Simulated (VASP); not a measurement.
# Ag in VASP: a series of runs

Ag is run at these levels: LDA; tasks: electric field gradients.

Everything below comes from runs of VASP 6.6.1. Logs are shortened: lines on timing, memory, paths and dates and some standing lists are left out, and cuts for length are marked.

## (1) The cell of the first run

It takes space group Fm-3m (No. 225, cubic). The conventional cell has a = 4.113 Å, b = 4.113 Å, c = 4.113 Å, α = 90.00°, β = 90.00°, γ = 90.00°. Ag (site symmetry m-3m) has 12 Ag at 2.91 Å within 3.8 Å.

## (2) Electric field gradients, LDA (volume scaled by 1.02)

Contents of INCAR:

```
PREC = Accurate
ENCUT = 520
EDIFF = 1E-8
ISMEAR = -1
SIGMA = 0.05
LREAL = F
LASPH = T
NELM = 100
ALGO = Normal
ISIF = 2
LWAVE = F
LCHARG = F
LEFG = T
NBANDS = 12
```

Contents of KPOINTS:

```
Automatic mesh
0
Gamma
  15 15 15
```

Contents of POSCAR:

```
Ag
1.0
    0.0000000000      2.0566308579      2.0566308579
    2.0566308579      0.0000000000      2.0566308579
    2.0566308579      2.0566308579      0.0000000000
Ag
1
Direct
    0.0000000000      0.0000000000      0.0000000000
```

Potentials or basis: VASP PAW LDA potentials, release 64 (Ag).

Command:

```bash
cat potpaw_LDA.64/Ag/POTCAR > POTCAR
mpirun -np 1 vasp_std > vasp.out
```

OUTCAR:

```text
PREC = Accurate
   ENCUT = 520
   EDIFF = 1E-8
   ISMEAR = -1
   LREAL = F
   LASPH = T
   NELM = 100
   ISIF = 2

 ion  position               nearest neighbor table
   1  0.000  0.000  0.000-

  LATTYP: Found a face centered cubic cell.
 ALAT       =     4.1132617158

  Lattice vectors:

 A1 = (   0.0000000000,   2.0566308579,   2.0566308579)
 A2 = (   2.0566308579,   0.0000000000,   2.0566308579)
 A3 = (   2.0566308579,   2.0566308579,   0.0000000000)

Analysis of symmetry for initial positions (statically):
=====================================================================
 Subroutine PRICEL returns:
 Original cell was already a primitive cell.

 Routine SETGRP: Setting up the symmetry group for a
 face centered cubic supercell.

 Subroutine GETGRP returns: Found 48 space group operations
 (whereof 48 operations were pure point group operations)
 out of a pool of 48 trial point group operations.

The static configuration has the point symmetry O_h .

Analysis of symmetry for dynamics (positions and initial velocities):
=====================================================================
 Subroutine PRICEL returns:
 Original cell was already a primitive cell.

 Routine SETGRP: Setting up the symmetry group for a
 face centered cubic supercell.

 Subroutine GETGRP returns: Found 48 space group operations
 (whereof 48 operations were pure point group operations)
 out of a pool of 48 trial point group operations.

The dynamic configuration has the point symmetry O_h .

 Subroutine INISYM returns: Found 48 space group operations
 (whereof 48 operations are pure point group operations),
 and found     1 'primitive' translations

----------------------------------------------------------------------------------------

                                     Primitive cell

  volume of cell :      17.3980

  direct lattice vectors                    reciprocal lattice vectors
     0.000000000  2.056630858  2.056630858    -0.243116064  0.243116064  0.243116064
     2.056630858  0.000000000  2.056630858     0.243116064 -0.243116064  0.243116064
     2.056630858  2.056630858  0.000000000     0.243116064  0.243116064 -0.243116064

  length of vectors
     2.908515252  2.908515252  2.908515252     0.421089376  0.421089376  0.421089376

  position of ions in fractional coordinates (direct lattice)
     0.000000000  0.000000000  0.000000000

  ion indices of the primitive-cell ions
   primitive index   ion index
                 1           1

----------------------------------------------------------------------------------------

 KPOINTS: Automatic mesh

Automatic generation of k-mesh.
 Grid dimensions read from file:
 generate k-points for:   15   15   15

 Generating k-lattice:

  Cartesian coordinates                     Fractional coordinates (reciprocal lattice)
    -0.016207738  0.016207738  0.016207738     0.066666667  0.000000000  0.000000000
     0.016207738 -0.016207738  0.016207738     0.000000000  0.066666667  0.000000000
     0.016207738  0.016207738 -0.016207738     0.000000000  0.000000000  0.066666667

  Length of vectors
     0.028072625  0.028072625  0.028072625

  Shift w.r.t. Gamma in fractional coordinates (k-lattice)
     0.000000000  0.000000000  0.000000000

 Subroutine IBZKPT returns following result:
 ===========================================

 Found    120 irreducible k-points:

 Following reciprocal coordinates:
            Coordinates               Weight
  0.000000  0.000000  0.000000      1.000000
  0.066667  0.000000  0.000000      8.000000
  0.133333  0.000000  0.000000      8.000000
  0.200000  0.000000  0.000000      8.000000
  0.266667  0.000000  0.000000      8.000000
  0.333333  0.000000  0.000000      8.000000
[... 16 lines left out ...]
  0.133333  0.133333  0.000000      6.000000
  0.200000  0.133333  0.000000     24.000000
 [... further k-points ...]
   k-points           NKPTS =    120   k-points in BZ     NKDIM =    120   number of bands    NBANDS=     12
   number of dos      NEDOS =    301   number of ions     NIONS =      1
   total plane-waves  NPLWV =  13824
   dimension x,y,z NGX =    24 NGY =   24 NGZ =   24
   dimension x,y,z NGXF=    48 NGYF=   48 NGZF=   48
   ions per type =               1
   NGX,Y,Z   is equivalent  to a cutoff of  13.72, 13.72, 13.72 a.u.
   NGXF,Y,Z  is equivalent  to a cutoff of  27.44, 27.44, 27.44 a.u.
 SYSTEM =  unknown system
   PREC   = accura    normal or accurate (medium, high low for compatibility)
   ISTART =      0    job   : 0-new  1-cont  2-samecut
   ICHARG =      2    charge: 1-file 2-atom 10-const
   ISPIN  =      1    spin polarized calculation?
   LNONCOLLINEAR =      F non collinear calculations
   LSORBIT =      F    spin-orbit coupling
   LASPH  =      T    aspherical Exc in radial PAW
   ENCUT  =  520.0 eV  38.22 Ry    6.18 a.u.   5.41  5.41  5.41*2*pi/ulx,y,z
   NELM   =    100;   NELMIN=  2; NELMDL= -5     # of ELM steps
   EDIFF  = 0.1E-07   stopping-criterion for ELM
   LREAL  =      F    real-space projection
   EDIFFG = 0.1E-06   stopping-criterion for IOM
   NSW    =      0    number of steps for IOM
   IBRION =     -1    ionic relax: 0-MD 1-quasi-New 2-CG
   NFREE  =      0    steps in history (QN), initial steepest desc. (CG)
   ISIF   =      2    stress and relaxation
   ISYM   =      2    0-nonsym 1-usesym 2-fastsym
   POTIM  = 0.5000    time-step for ionic-motion
   TEBEG  =    0.0;   TEEND  =   0.0 temperature during run
   PSTRESS=    0.0 pullay stress
   NELECT =      11.0000    total number of electrons
   NUPDOWN=      -1.0000    fix difference up-down
   EMIN   =  10.00;   EMAX   =-10.00  energy-range for DOS
   EFERMI =   0.00;   METHOD = LEGACY
   ISMEAR =    -1;   SIGMA  =   0.05  broadening in eV -4-tet -1-fermi 0-gaus
   EFERMI_NEDOS =   21; number of points for ismear=-14 and -15
   IALGO  =     38    algorithm
   IMIX   =      4    mixing-type and parameters
     AMIX     =   0.40;   BMIX     =  1.00
     AMIX_MAG =   1.60;   BMIX_MAG =  1.00
  volume/ion in A,a.u.               =      17.40       117.41
  Fermi-wavevector in a.u.,A,eV,Ry     =   1.405096  2.655247 26.861917  1.974295
  Thomas-Fermi vector in A             =   2.527592
   LORBIT       =      0    0 simple, 1 ext, 2 COOP (PROOUT), +10 PAW based schemes
   GGA     = CA    functional components
   LHFCALC =     F    Hartree Fock is set to
   AEXX    =    0.0000 exact exchange contribution
   IVDW    =     0    specifies the selected vdW correction
   LEPSILON=     F    determine dielectric tensor
   LRPA    =     F    only Hartree local field effects (RPA)
 non-spin polarized calculation
  energy-cutoff  :      520.00
  volume of cell :       17.40
 maximum number of plane-waves:       489
 NGX is ok and might be reduce to    24
   NGX = 11   NGY = 11   NGZ = 11

 number of electron      10.9999999 magnetization

 Free energy of the ion-electron system (eV)
  ---------------------------------------------------
  ext. energy  EPLUGINS =         0.00000000
  ---------------------------------------------------
  free energy    TOTEN  =        -3.73869009 eV

  energy without entropy =       -3.73519689  energy(sigma->0) =       -3.73694349

 E-fermi :   7.9864     XC(G=0): -12.4657

 val. band max:        7.9822907500   @ k =  -0.3333   0.2000   0.0000
 cond. band min:       8.0247626707   @ k =  -0.2667   0.2667   0.0667
 fundamental gap:      0.0424719208
 Fermi energy:         7.9864009114

 k-point     1 :       0.0000    0.0000    0.0000
  band No.  band energies     occupation
      1       0.1852      2.00000
      2       3.1610      2.00000
      3       3.1610      2.00000
      4       3.1610      2.00000
      5       4.1781      2.00000
      6       4.1781      2.00000
      7      23.8442      0.00000
      8      27.2234      0.00000
      9      27.2234      0.00000
     10      27.2234      0.00000
     11      32.1963      0.00000
     12      33.0412      0.00000

 k-point     2 :       0.0667    0.0000    0.0000
  band No.  band energies     occupation
      1       0.3218      2.00000
      2       3.1301      2.00000
      3       3.1985      2.00000
      4       3.1985      2.00000
      5       4.1640      2.00000
      6       4.1640      2.00000
      7      23.8548      0.00000
      8      26.1136      0.00000
      9      27.2714      0.00000
     10      27.2714      0.00000
     11      32.0182      0.00000
     12      32.8790      0.00000
[... 316 lines left out ...]
 k-point    24 :       0.2000    0.1333    0.0000
  band No.  band energies     occupation
      1       1.3072      2.00000
      2       2.7782      2.00000
      3       3.5132      2.00000
      4       3.5454      2.00000
      5       3.9355      2.00000
      6       4.3643      2.00000
      7      22.7730      0.00000
      8      24.4468      0.00000
      9      24.6557      0.00000
     10      26.2573      0.00000
     11      29.5111      0.00000
     12      32.8553      0.00000

 [... further k-points ...]

------------------------ aborting loop because EDIFF is reached ----------------------------------------

  FORCE on cell =-STRESS in cart. coord.  units (eV):
  Direction    XX          YY          ZZ          XY          YZ          ZX
  --------------------------------------------------------------------------------------
  -------------------------------------------------------------------------------------
  Total       -0.9834397     -0.9834397     -0.9834397     -0.0000000     -0.0000000      0.0000000
  in kB      -90.5647652    -90.5647652    -90.5647652     -0.0000000     -0.0000000      0.0000000
  external PRESSURE =     -90.5647652 kB  Pullay stress =       0.0000000 kB

 VOLUME and BASIS-vectors are now :
 -----------------------------------------------------------------------------
  energy-cutoff  :      520.00
  volume of cell :       17.40
      direct lattice vectors                 reciprocal lattice vectors
     0.000000000  2.056630858  2.056630858    -0.243116064  0.243116064  0.243116064
     2.056630858  0.000000000  2.056630858     0.243116064 -0.243116064  0.243116064
     2.056630858  2.056630858  0.000000000     0.243116064  0.243116064 -0.243116064

 POSITION                                       TOTAL-FORCE (eV/Angst)
 -----------------------------------------------------------------------------------
      0.00000      0.00000      0.00000        -0.000000     -0.000000     -0.000000
 -----------------------------------------------------------------------------------
    total drift:                               -0.000000      0.000000     -0.000000

  FREE ENERGIE OF THE ION-ELECTRON SYSTEM (eV)
  ---------------------------------------------------
  free  energy   TOTEN  =        -3.7386900913 eV

  energy  without entropy=       -3.7351968876  energy(sigma->0) =       -3.73694349

 Electric field gradients (V/A^2)
---------------------------------------------------------------------
 ion       V_xx      V_yy      V_zz      V_xy      V_xz      V_yz
---------------------------------------------------------------------
   1      -0.000    -0.000     0.000     0.001     0.001     0.001
---------------------------------------------------------------------

 Electric field gradients after diagonalization (V/A^2)
 (convention: |V_zz| > |V_xx| > |V_yy|)
----------------------------------------------------------------------
 ion       V_xx      V_yy      V_zz     asymmetry (V_yy - V_xx)/ V_zz
----------------------------------------------------------------------
   1      -0.001    -0.001     0.001       0.000
----------------------------------------------------------------------

           NMR quadrupolar parameters

 Cq : quadrupolar parameter    Cq=e*Q*V_zz/h
 eta: asymmetry parameters     (V_yy - V_xx)/ V_zz
 Q  : nuclear electric quadrupole moment in mb (millibarn)
----------------------------------------------------------------------
 ion       Cq(MHz)       eta       Q (mb)
----------------------------------------------------------------------
   1       0.000       0.000       1.000
----------------------------------------------------------------------
```

Wall time 28 s (1 thread of AMD EPYC 7R13 (Zen 3), shared host); peak memory 0.11 GiB.

Results:

| Item | Value |
| --- | --- |
| Free energy | -3.7387 eV |
| Pressure | -9.1 GPa |

Caveat: without QUAD_EFG the Cq values of the log hold for a quadrupole moment of 1 mb, not for the nuclei.

(Continued in part 2 of 2.)
